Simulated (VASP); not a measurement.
# TiC (I4/mmm) in VASP: notebook

TiC is run at these levels: PBEsol; tasks: electric field gradients.

Everything below comes from runs of VASP 6.6.1. Logs are shortened: lines on timing, memory, paths and dates and some standing lists are left out, and cuts for length are marked.

### Step 1. The cell of the first run

Symmetry: I4/mmm, No. 139, tetragonal system. Conventional cell: a = 3.060 Å, b = 3.060 Å, c = 4.285 Å, α = 90.00°, β = 90.00°, γ = 90.00°. Ti (site symmetry 4/mmm) has 6 C at 2.14 to 2.16 Å within 2.8 Å. Within 2.8 Å of C (site symmetry 4/mmm) lie 6 Ti at 2.14 to 2.16 Å.

### Step 2. Electric field gradients, PBEsol (zz strain of -1 %)

The input, INCAR:

```
SYSTEM = TiC
PREC = Accurate
ENCUT = 520
EDIFF = 1E-8
ISMEAR = -1
SIGMA = 0.03
LREAL = .FALSE.
LASPH = .TRUE.
NELM = 100
ALGO = Normal
ISIF = 2
LWAVE = .FALSE.
LCHARG = .FALSE.
GGA = PS
LEFG = .TRUE.
NBANDS = 15
```

The input, KPOINTS:

```
Automatic mesh
0
G
  16 16 16
  0 0 0
```

The input, POSCAR:

```
TiC
1.0
    0.0000000000      2.1640000000      2.1423600000
    2.1640000000      0.0000000000      2.1423600000
    2.1640000000      2.1640000000      0.0000000000
Ti C
1 1
Direct
    0.0000000000      0.0000000000      0.0000000000
    0.5000000000      0.5000000000      0.5000000000
```

Potentials or basis: VASP PAW PBE potentials, release 64 (Ti_sv, C).

Launch:

```bash
> cat potpaw_PBE.64/Ti_sv/POTCAR potpaw_PBE.64/C/POTCAR > POTCAR
> mpirun -np 1 vasp_std > vasp.out
```

OUTCAR:

```text
SYSTEM = TiC
   PREC = Accurate
   ENCUT = 520
   EDIFF = 1E-8
   ISMEAR = -1
   LREAL = .FALSE.
   LASPH = .TRUE.
   NELM = 100
   ISIF = 2
   GGA = PS

 ion  position               nearest neighbor table
   1  0.000  0.000  0.000-   2 2.14   2 2.14   2 2.16   2 2.16   2 2.16   2 2.16
   2  0.500  0.500  0.500-   1 2.14   1 2.14   1 2.16   1 2.16   1 2.16   1 2.16

  LATTYP: Found a body centered tetragonal cell.
 ALAT       =     3.0603581490
 C/A-ratio  =     1.4000714267

  Lattice vectors:

 A1 = (   0.0000000000,  -2.1640000000,  -2.1423600000)
 A2 = (   0.0000000000,   2.1640000000,  -2.1423600000)
 A3 = (   2.1640000000,   0.0000000000,   2.1423600000)

Analysis of symmetry for initial positions (statically):
=====================================================================
 Subroutine PRICEL returns:
 Original cell was already a primitive cell.

 Routine SETGRP: Setting up the symmetry group for a
 body centered tetragonal supercell.

 Subroutine GETGRP returns: Found 16 space group operations
 (whereof 16 operations were pure point group operations)
 out of a pool of 16 trial point group operations.

The static configuration has the point symmetry D_4h.

Analysis of symmetry for dynamics (positions and initial velocities):
=====================================================================
 Subroutine PRICEL returns:
 Original cell was already a primitive cell.

 Routine SETGRP: Setting up the symmetry group for a
 body centered tetragonal supercell.

 Subroutine GETGRP returns: Found 16 space group operations
 (whereof 16 operations were pure point group operations)
 out of a pool of 16 trial point group operations.

The dynamic configuration has the point symmetry D_4h.

 Subroutine INISYM returns: Found 16 space group operations
 (whereof 16 operations are pure point group operations),
 and found     1 'primitive' translations

----------------------------------------------------------------------------------------

                                     Primitive cell

  volume of cell :      20.0649

  direct lattice vectors                    reciprocal lattice vectors
     0.000000000  2.164000000  2.142360000    -0.231053604  0.231053604  0.233387479
     2.164000000  0.000000000  2.142360000     0.231053604 -0.231053604  0.233387479
     2.164000000  2.164000000  0.000000000     0.231053604  0.231053604 -0.233387479

  length of vectors
     3.045094805  3.045094805  3.060358149     0.401548567  0.401548567  0.401548567

  position of ions in fractional coordinates (direct lattice)
     0.000000000  0.000000000  0.000000000
     0.500000000  0.500000000  0.500000000

  ion indices of the primitive-cell ions
   primitive index   ion index
                 1           1
                 2           2

----------------------------------------------------------------------------------------

 KPOINTS: Automatic mesh

Automatic generation of k-mesh.
 Grid dimensions read from file:
 generate k-points for:   16   16   16

 Generating k-lattice:

  Cartesian coordinates                     Fractional coordinates (reciprocal lattice)
    -0.014440850  0.014440850  0.014586717     0.062500000 -0.000000000  0.000000000
     0.014440850 -0.014440850  0.014586717    -0.000000000  0.062500000  0.000000000
     0.014440850  0.014440850 -0.014586717     0.000000000  0.000000000  0.062500000

  Length of vectors
     0.025096785  0.025096785  0.025096785

  Shift w.r.t. Gamma in fractional coordinates (k-lattice)
     0.000000000  0.000000000  0.000000000

 Subroutine IBZKPT returns following result:
 ===========================================

 Found    349 irreducible k-points:

 Following reciprocal coordinates:
            Coordinates               Weight
  0.000000  0.000000  0.000000      1.000000
  0.062500 -0.000000  0.000000      8.000000
  0.125000 -0.000000  0.000000      8.000000
  0.187500  0.000000  0.000000      8.000000
  0.250000 -0.000000  0.000000      8.000000
  0.312500 -0.000000  0.000000      8.000000
[... 16 lines left out ...]
 -0.125000  0.062500  0.000000      8.000000
 -0.062500  0.062500  0.000000      4.000000
 [... further k-points ...]
   k-points           NKPTS =    349   k-points in BZ     NKDIM =    349   number of bands    NBANDS=     15
   number of dos      NEDOS =    301   number of ions     NIONS =      2
   total plane-waves  NPLWV =  13824
   dimension x,y,z NGX =    24 NGY =   24 NGZ =   24
   dimension x,y,z NGXF=    48 NGYF=   48 NGZF=   48
   ions per type =               1   1
   NGX,Y,Z   is equivalent  to a cutoff of  13.10, 13.10, 13.04 a.u.
   NGXF,Y,Z  is equivalent  to a cutoff of  26.21, 26.21, 26.07 a.u.
 SYSTEM =  TiC
   PREC   = accura    normal or accurate (medium, high low for compatibility)
   ISTART =      0    job   : 0-new  1-cont  2-samecut
   ICHARG =      2    charge: 1-file 2-atom 10-const
   ISPIN  =      1    spin polarized calculation?
   LNONCOLLINEAR =      F non collinear calculations
   LSORBIT =      F    spin-orbit coupling
   LASPH  =      T    aspherical Exc in radial PAW
   ENCUT  =  520.0 eV  38.22 Ry    6.18 a.u.   5.66  5.66  5.69*2*pi/ulx,y,z
   NELM   =    100;   NELMIN=  2; NELMDL= -5     # of ELM steps
   EDIFF  = 0.1E-07   stopping-criterion for ELM
   LREAL  =      F    real-space projection
   EDIFFG = 0.1E-06   stopping-criterion for IOM
   NSW    =      0    number of steps for IOM
   IBRION =     -1    ionic relax: 0-MD 1-quasi-New 2-CG
   NFREE  =      0    steps in history (QN), initial steepest desc. (CG)
   ISIF   =      2    stress and relaxation
   ISYM   =      2    0-nonsym 1-usesym 2-fastsym
   POTIM  = 0.5000    time-step for ionic-motion
   TEBEG  =    0.0;   TEEND  =   0.0 temperature during run
   PSTRESS=    0.0 pullay stress
   NELECT =      16.0000    total number of electrons
   NUPDOWN=      -1.0000    fix difference up-down
   EMIN   =  10.00;   EMAX   =-10.00  energy-range for DOS
   EFERMI =   0.00;   METHOD = LEGACY
   ISMEAR =    -1;   SIGMA  =   0.03  broadening in eV -4-tet -1-fermi 0-gaus
   EFERMI_NEDOS =   21; number of points for ismear=-14 and -15
   IALGO  =     38    algorithm
   IMIX   =      4    mixing-type and parameters
     AMIX     =   0.40;   BMIX     =  1.00
     AMIX_MAG =   1.60;   BMIX_MAG =  1.00
  volume/ion in A,a.u.               =      10.03        67.70
  Fermi-wavevector in a.u.,A,eV,Ry     =   1.518107  2.868807 31.356669  2.304650
  Thomas-Fermi vector in A             =   2.627273
   LORBIT       =      0    0 simple, 1 ext, 2 COOP (PROOUT), +10 PAW based schemes
   GGA     = PS    functional components
   LHFCALC =     F    Hartree Fock is set to
   AEXX    =    0.0000 exact exchange contribution
   IVDW    =     0    specifies the selected vdW correction
   LEPSILON=     F    determine dielectric tensor
   LRPA    =     F    only Hartree local field effects (RPA)
 non-spin polarized calculation
  energy-cutoff  :      520.00
  volume of cell :       20.06
 maximum number of plane-waves:       551
   NGX = 11   NGY = 11   NGZ = 11

 number of electron      16.0000002 magnetization

 Free energy of the ion-electron system (eV)
  ---------------------------------------------------
  ext. energy  EPLUGINS =         0.00000000
  ---------------------------------------------------
  free energy    TOTEN  =       -19.79760332 eV

  energy without entropy =      -19.79638808  energy(sigma->0) =      -19.79699570

 E-fermi :   9.4357     XC(G=0): -12.9246

 val. band max:        9.4327798634   @ k =  -0.0625   0.0000   0.0625
 cond. band min:       9.4463427109   @ k =   0.1250   0.0000   0.1250
 fundamental gap:      0.0135628475
 Fermi energy:         9.4356505422

 k-point     1 :       0.0000    0.0000    0.0000
  band No.  band energies     occupation
      1     -46.8449      2.00000
      2     -22.9693      2.00000
      3     -22.9693      2.00000
      4     -22.9564      2.00000
      5      -2.9779      2.00000
      6      10.0914      0.00000
      7      10.0914      0.00000
      8      10.1671      0.00000
      9      11.1544      0.00000
     10      11.1544      0.00000
     11      11.1626      0.00000
     12      11.1941      0.00000
     13      11.2365      0.00000
     14      20.1107      0.00000
[... 401 lines left out ...]
      2     -23.0182      2.00000
      3     -22.9709      2.00000
      4     -22.9705      2.00000
      5      -2.7420      2.00000
      6       9.2411      1.99696
      7       9.4010      1.52027
      8       9.4176      1.29271
      9      10.2052      0.00000
     10      10.8619      0.00000
     11      11.7544      0.00000
     12      12.3735      0.00000
     13      13.1669      0.00000
     14      20.5036      0.00000
     15      23.5370      0.00000

 [... further k-points ...]

------------------------ aborting loop because EDIFF is reached ----------------------------------------

  FORCE on cell =-STRESS in cart. coord.  units (eV):
  Direction    XX          YY          ZZ          XY          YZ          ZX
  --------------------------------------------------------------------------------------
  -------------------------------------------------------------------------------------
  Total       -0.5862197     -0.5862197     -0.0887163      0.0000000      0.0000000     -0.0000000
  in kB      -46.8095065    -46.8095065     -7.0839754      0.0000000      0.0000000     -0.0000000
  external PRESSURE =     -33.5676628 kB  Pullay stress =       0.0000000 kB

 VOLUME and BASIS-vectors are now :
 -----------------------------------------------------------------------------
  energy-cutoff  :      520.00
  volume of cell :       20.06
      direct lattice vectors                 reciprocal lattice vectors
     0.000000000  2.164000000  2.142360000    -0.231053604  0.231053604  0.233387479
     2.164000000  0.000000000  2.142360000     0.231053604 -0.231053604  0.233387479
     2.164000000  2.164000000  0.000000000     0.231053604  0.231053604 -0.233387479

 POSITION                                       TOTAL-FORCE (eV/Angst)
 -----------------------------------------------------------------------------------
      0.00000      0.00000      0.00000        -0.000000     -0.000000      0.000000
      2.16400      2.16400      2.14236         0.000000      0.000000     -0.000000
 -----------------------------------------------------------------------------------
    total drift:                                0.000000     -0.000000     -0.000000

  FREE ENERGIE OF THE ION-ELECTRON SYSTEM (eV)
  ---------------------------------------------------
  free  energy   TOTEN  =       -19.7976033204 eV

  energy  without entropy=      -19.7963880829  energy(sigma->0) =      -19.79699570

 Electric field gradients (V/A^2)
---------------------------------------------------------------------
 ion       V_xx      V_yy      V_zz      V_xy      V_xz      V_yz
---------------------------------------------------------------------
   1       3.966     3.966    -7.932     0.000     0.001     0.001
   2       0.583     0.583    -1.165     0.000     0.000     0.000
---------------------------------------------------------------------

 Electric field gradients after diagonalization (V/A^2)
 (convention: |V_zz| > |V_xx| > |V_yy|)
----------------------------------------------------------------------
 ion       V_xx      V_yy      V_zz     asymmetry (V_yy - V_xx)/ V_zz
----------------------------------------------------------------------
   1       3.966     3.966    -7.932       0.000
   2       0.583     0.583    -1.165       0.000
----------------------------------------------------------------------

           NMR quadrupolar parameters

 Cq : quadrupolar parameter    Cq=e*Q*V_zz/h
 eta: asymmetry parameters     (V_yy - V_xx)/ V_zz
 Q  : nuclear electric quadrupole moment in mb (millibarn)
----------------------------------------------------------------------
 ion       Cq(MHz)       eta       Q (mb)
----------------------------------------------------------------------
   1      -0.019       0.000       1.000
   2      -0.003       0.000       1.000
----------------------------------------------------------------------
```

Run time: 37 s. Hardware: 1 thread of Intel Xeon 6975P-C (Granite Rapids), shared host; peak memory 0.22 GiB.

What came out:

```yaml
Free_energy: -19.7976 eV
Pressure: -3.4 GPa
Band_gap_on_the_k_mesh: zero (band 8 reaches 10.17 eV, above the bottom of band 9 at 8.97 eV)
```

Stress tensor (GPa, compression positive):
```
-4.68  0.00  0.00
 0.00 -4.68  0.00
 0.00  0.00 -0.71
```

Levels at points of the mesh, in eV from the Fermi level:
| k point | band 6 | band 7 | band 8 | band 9 | band 10 | band 11 |
| --- | --- | --- | --- | --- | --- | --- |
| (0.00, 0.00, 0.00) | 0.66 | 0.66 | 0.73 | 1.72 | 1.72 | 1.73 |
| (0.50, 0.00, 0.00) | -5.92 | -2.93 | -2.92 | 2.96 | 3.00 | 4.19 |
| (0.50, 0.50, 0.00) | -3.36 | -1.71 | -0.05 | -0.05 | 2.80 | 3.60 |
| (0.50, 0.00, 0.50) | -3.47 | -1.69 | 0.02 | 0.03 | 2.79 | 3.56 |

Electric field gradients, principal values (V/Å²):
| atom | least | middle | greatest (by size) |
| --- | --- | --- | --- |
| 1 Ti | 3.966 | 3.966 | -7.932 |
| 2 C | 0.583 | 0.583 | -1.165 |

Caveat: the cell differs from its parent crystal (zz strain of -1 %); without QUAD_EFG the Cq values of the log hold for a quadrupole moment of 1 mb, not for the nuclei; the PAW data sets were made with another functional, which shifts forces and pressure a little.

### Step 3. Electric field gradients, PBEsol (zz strain of -1 %)

The input, INCAR:

```
  PREC = Accurate
  ENCUT = 520
  EDIFF = 1E-8
  ISMEAR = -1
  SIGMA = 0.03
  LREAL = False
  LASPH = True
  NELM = 60
  ALGO = Normal
  ISIF = 2
  LWAVE = False
  LCHARG = False
  GGA = PS
  LEFG = True
  NBANDS = 15
```

The input, KPOINTS:

```
regular mesh
0
Gamma
  16 16 16
```

POSCAR is that of step 2.

Potentials or basis: VASP PAW PBE potentials, release 64 (Ti_sv, C).

Launch:

```bash
> cat potpaw_PBE.64/Ti_sv/POTCAR potpaw_PBE.64/C/POTCAR > POTCAR
> mpirun -np 1 vasp_std > vasp.out
```

OUTCAR:

```text
PREC = Accurate
   ENCUT = 520
   EDIFF = 1E-8
   ISMEAR = -1
   LREAL = False
   LASPH = True
   NELM = 60
   ISIF = 2
   GGA = PS

 ion  position               nearest neighbor table
   1  0.000  0.000  0.000-   2 2.14   2 2.14   2 2.16   2 2.16   2 2.16   2 2.16
   2  0.500  0.500  0.500-   1 2.14   1 2.14   1 2.16   1 2.16   1 2.16   1 2.16

  LATTYP: Found a body centered tetragonal cell.
 ALAT       =     3.0603581490
 C/A-ratio  =     1.4000714267

  Lattice vectors:

 A1 = (   0.0000000000,  -2.1640000000,  -2.1423600000)
 A2 = (   0.0000000000,   2.1640000000,  -2.1423600000)
 A3 = (   2.1640000000,   0.0000000000,   2.1423600000)
[... 643 lines left out ...]
  free  energy   TOTEN  =       -19.7976033204 eV

  energy  without entropy=      -19.7963880829  energy(sigma->0) =      -19.79699570

 Electric field gradients (V/A^2)
---------------------------------------------------------------------
 ion       V_xx      V_yy      V_zz      V_xy      V_xz      V_yz
---------------------------------------------------------------------
   1       3.966     3.966    -7.932     0.000     0.001     0.001
   2       0.583     0.583    -1.165     0.000     0.000     0.000
---------------------------------------------------------------------

 Electric field gradients after diagonalization (V/A^2)
 (convention: |V_zz| > |V_xx| > |V_yy|)
----------------------------------------------------------------------
 ion       V_xx      V_yy      V_zz     asymmetry (V_yy - V_xx)/ V_zz
----------------------------------------------------------------------
   1       3.966     3.966    -7.932       0.000
   2       0.583     0.583    -1.165       0.000
----------------------------------------------------------------------

           NMR quadrupolar parameters

 Cq : quadrupolar parameter    Cq=e*Q*V_zz/h
 eta: asymmetry parameters     (V_yy - V_xx)/ V_zz
 Q  : nuclear electric quadrupole moment in mb (millibarn)
----------------------------------------------------------------------
 ion       Cq(MHz)       eta       Q (mb)
----------------------------------------------------------------------
   1      -0.019       0.000       1.000
   2      -0.003       0.000       1.000
----------------------------------------------------------------------
```

OSZICAR:

```text
N       E                     dE             d eps       ncg     rms          rms(c)
DAV:   1     0.117124015646E+03    0.11712E+03   -0.79880E+03 10477   0.128E+03
DAV:   2    -0.177022426507E+02   -0.13483E+03   -0.12625E+03 11212   0.334E+02
DAV:   3    -0.249579961335E+02   -0.72558E+01   -0.71280E+01 13513   0.767E+01
DAV:   4    -0.251873725176E+02   -0.22938E+00   -0.22916E+00 13100   0.125E+01
DAV:   5    -0.251933641382E+02   -0.59916E-02   -0.59909E-02 13685   0.176E+00    0.186E+01
DAV:   6    -0.203595498896E+02    0.48338E+01   -0.11101E+01 14944   0.560E+01    0.663E+00
DAV:   7    -0.198383299201E+02    0.52122E+00   -0.19116E+00 12258   0.195E+01    0.507E+00
DAV:   8    -0.198053532266E+02    0.32977E-01   -0.11338E-01 12062   0.391E+00    0.296E+00
DAV:   9    -0.198019979821E+02    0.33552E-02   -0.84361E-02 13770   0.356E+00    0.878E-01
DAV:  10    -0.197994664498E+02    0.25315E-02   -0.10141E-02 14050   0.146E+00    0.640E-01
DAV:  11    -0.197976464451E+02    0.18200E-02   -0.33419E-03 12152   0.811E-01    0.109E-01
DAV:  12    -0.197976103029E+02    0.36142E-04   -0.26898E-04 12003   0.164E-01    0.445E-02
DAV:  13    -0.197976035231E+02    0.67797E-05   -0.18507E-05 13340   0.376E-02    0.478E-03
DAV:  14    -0.197976034653E+02    0.57819E-07   -0.49821E-07 12460   0.720E-03    0.389E-03
DAV:  15    -0.197976032653E+02    0.19998E-06   -0.14461E-07 13932   0.328E-03    0.741E-04
DAV:  16    -0.197976033171E+02   -0.51736E-07   -0.12134E-08  9198   0.992E-04    0.278E-04
DAV:  17    -0.197976033204E+02   -0.32828E-08   -0.12524E-09  6817   0.526E-04
   1 F= -.19797603E+02 E0= -.19796996E+02  d E =-.121524E-02
```

stdout:

```text
POSCAR found type information on POSCAR TiC
 POSCAR found :  2 types and       2 ions
 scaLAPACK will be used
 -----------------------------------------------------------------------------
|                                                                             |
|                                                                             |
|     You enforced a specific xc type in the INCAR file but a different       |
|     I HOPE YOU KNOW WHAT YOU ARE DOING!                                     |
|                                                                             |
 -----------------------------------------------------------------------------

 LDA part: xc-table for (Slater+PW92), standard interpolation
 POSCAR, INCAR and KPOINTS ok, starting setup
 FFT: planning ... GRIDC
 FFT: planning ... GRID_SOFT
 FFT: planning ... GRID
 WAVECAR not read
 entering main loop
ion   1

ion   2
```

Run time: 37 s. Hardware: 1 thread of Intel Xeon 6975P-C (Granite Rapids), shared host; peak memory 0.22 GiB.

Results:

- Free energy: -19.7976 eV
- Pressure: -3.4 GPa
- Band gap on the k mesh: zero (band 8 reaches 10.17 eV, above the bottom of band 9 at 8.97 eV)

Levels at points of the mesh, in eV from the Fermi level:
```
           k point  band 5  band 6  band 7  band 8  band 9  band 10  band 11  band 12
(0.00, 0.00, 0.00)  -12.41    0.66    0.66    0.73    1.72     1.72     1.73     1.76
(0.50, 0.00, 0.00)   -8.83   -5.92   -2.93   -2.92    2.96     3.00     4.19     8.24
(0.50, 0.50, 0.00)  -10.08   -3.36   -1.71   -0.05   -0.05     2.80     3.60     3.60
(0.50, 0.00, 0.50)  -10.10   -3.47   -1.69    0.02    0.03     2.79     3.56     3.63
```

Electric field gradients, principal values (V/Å²):
| atom | least | middle | greatest (by size) |
| --- | --- | --- | --- |
| 1 Ti | 3.966 | 3.966 | -7.932 |
| 2 C | 0.583 | 0.583 | -1.165 |

Caveat: the cell differs from its parent crystal (zz strain of -1 %); without QUAD_EFG the Cq values of the log hold for a quadrupole moment of 1 mb, not for the nuclei; the PAW data sets were made with another functional, which shifts forces and pressure a little.
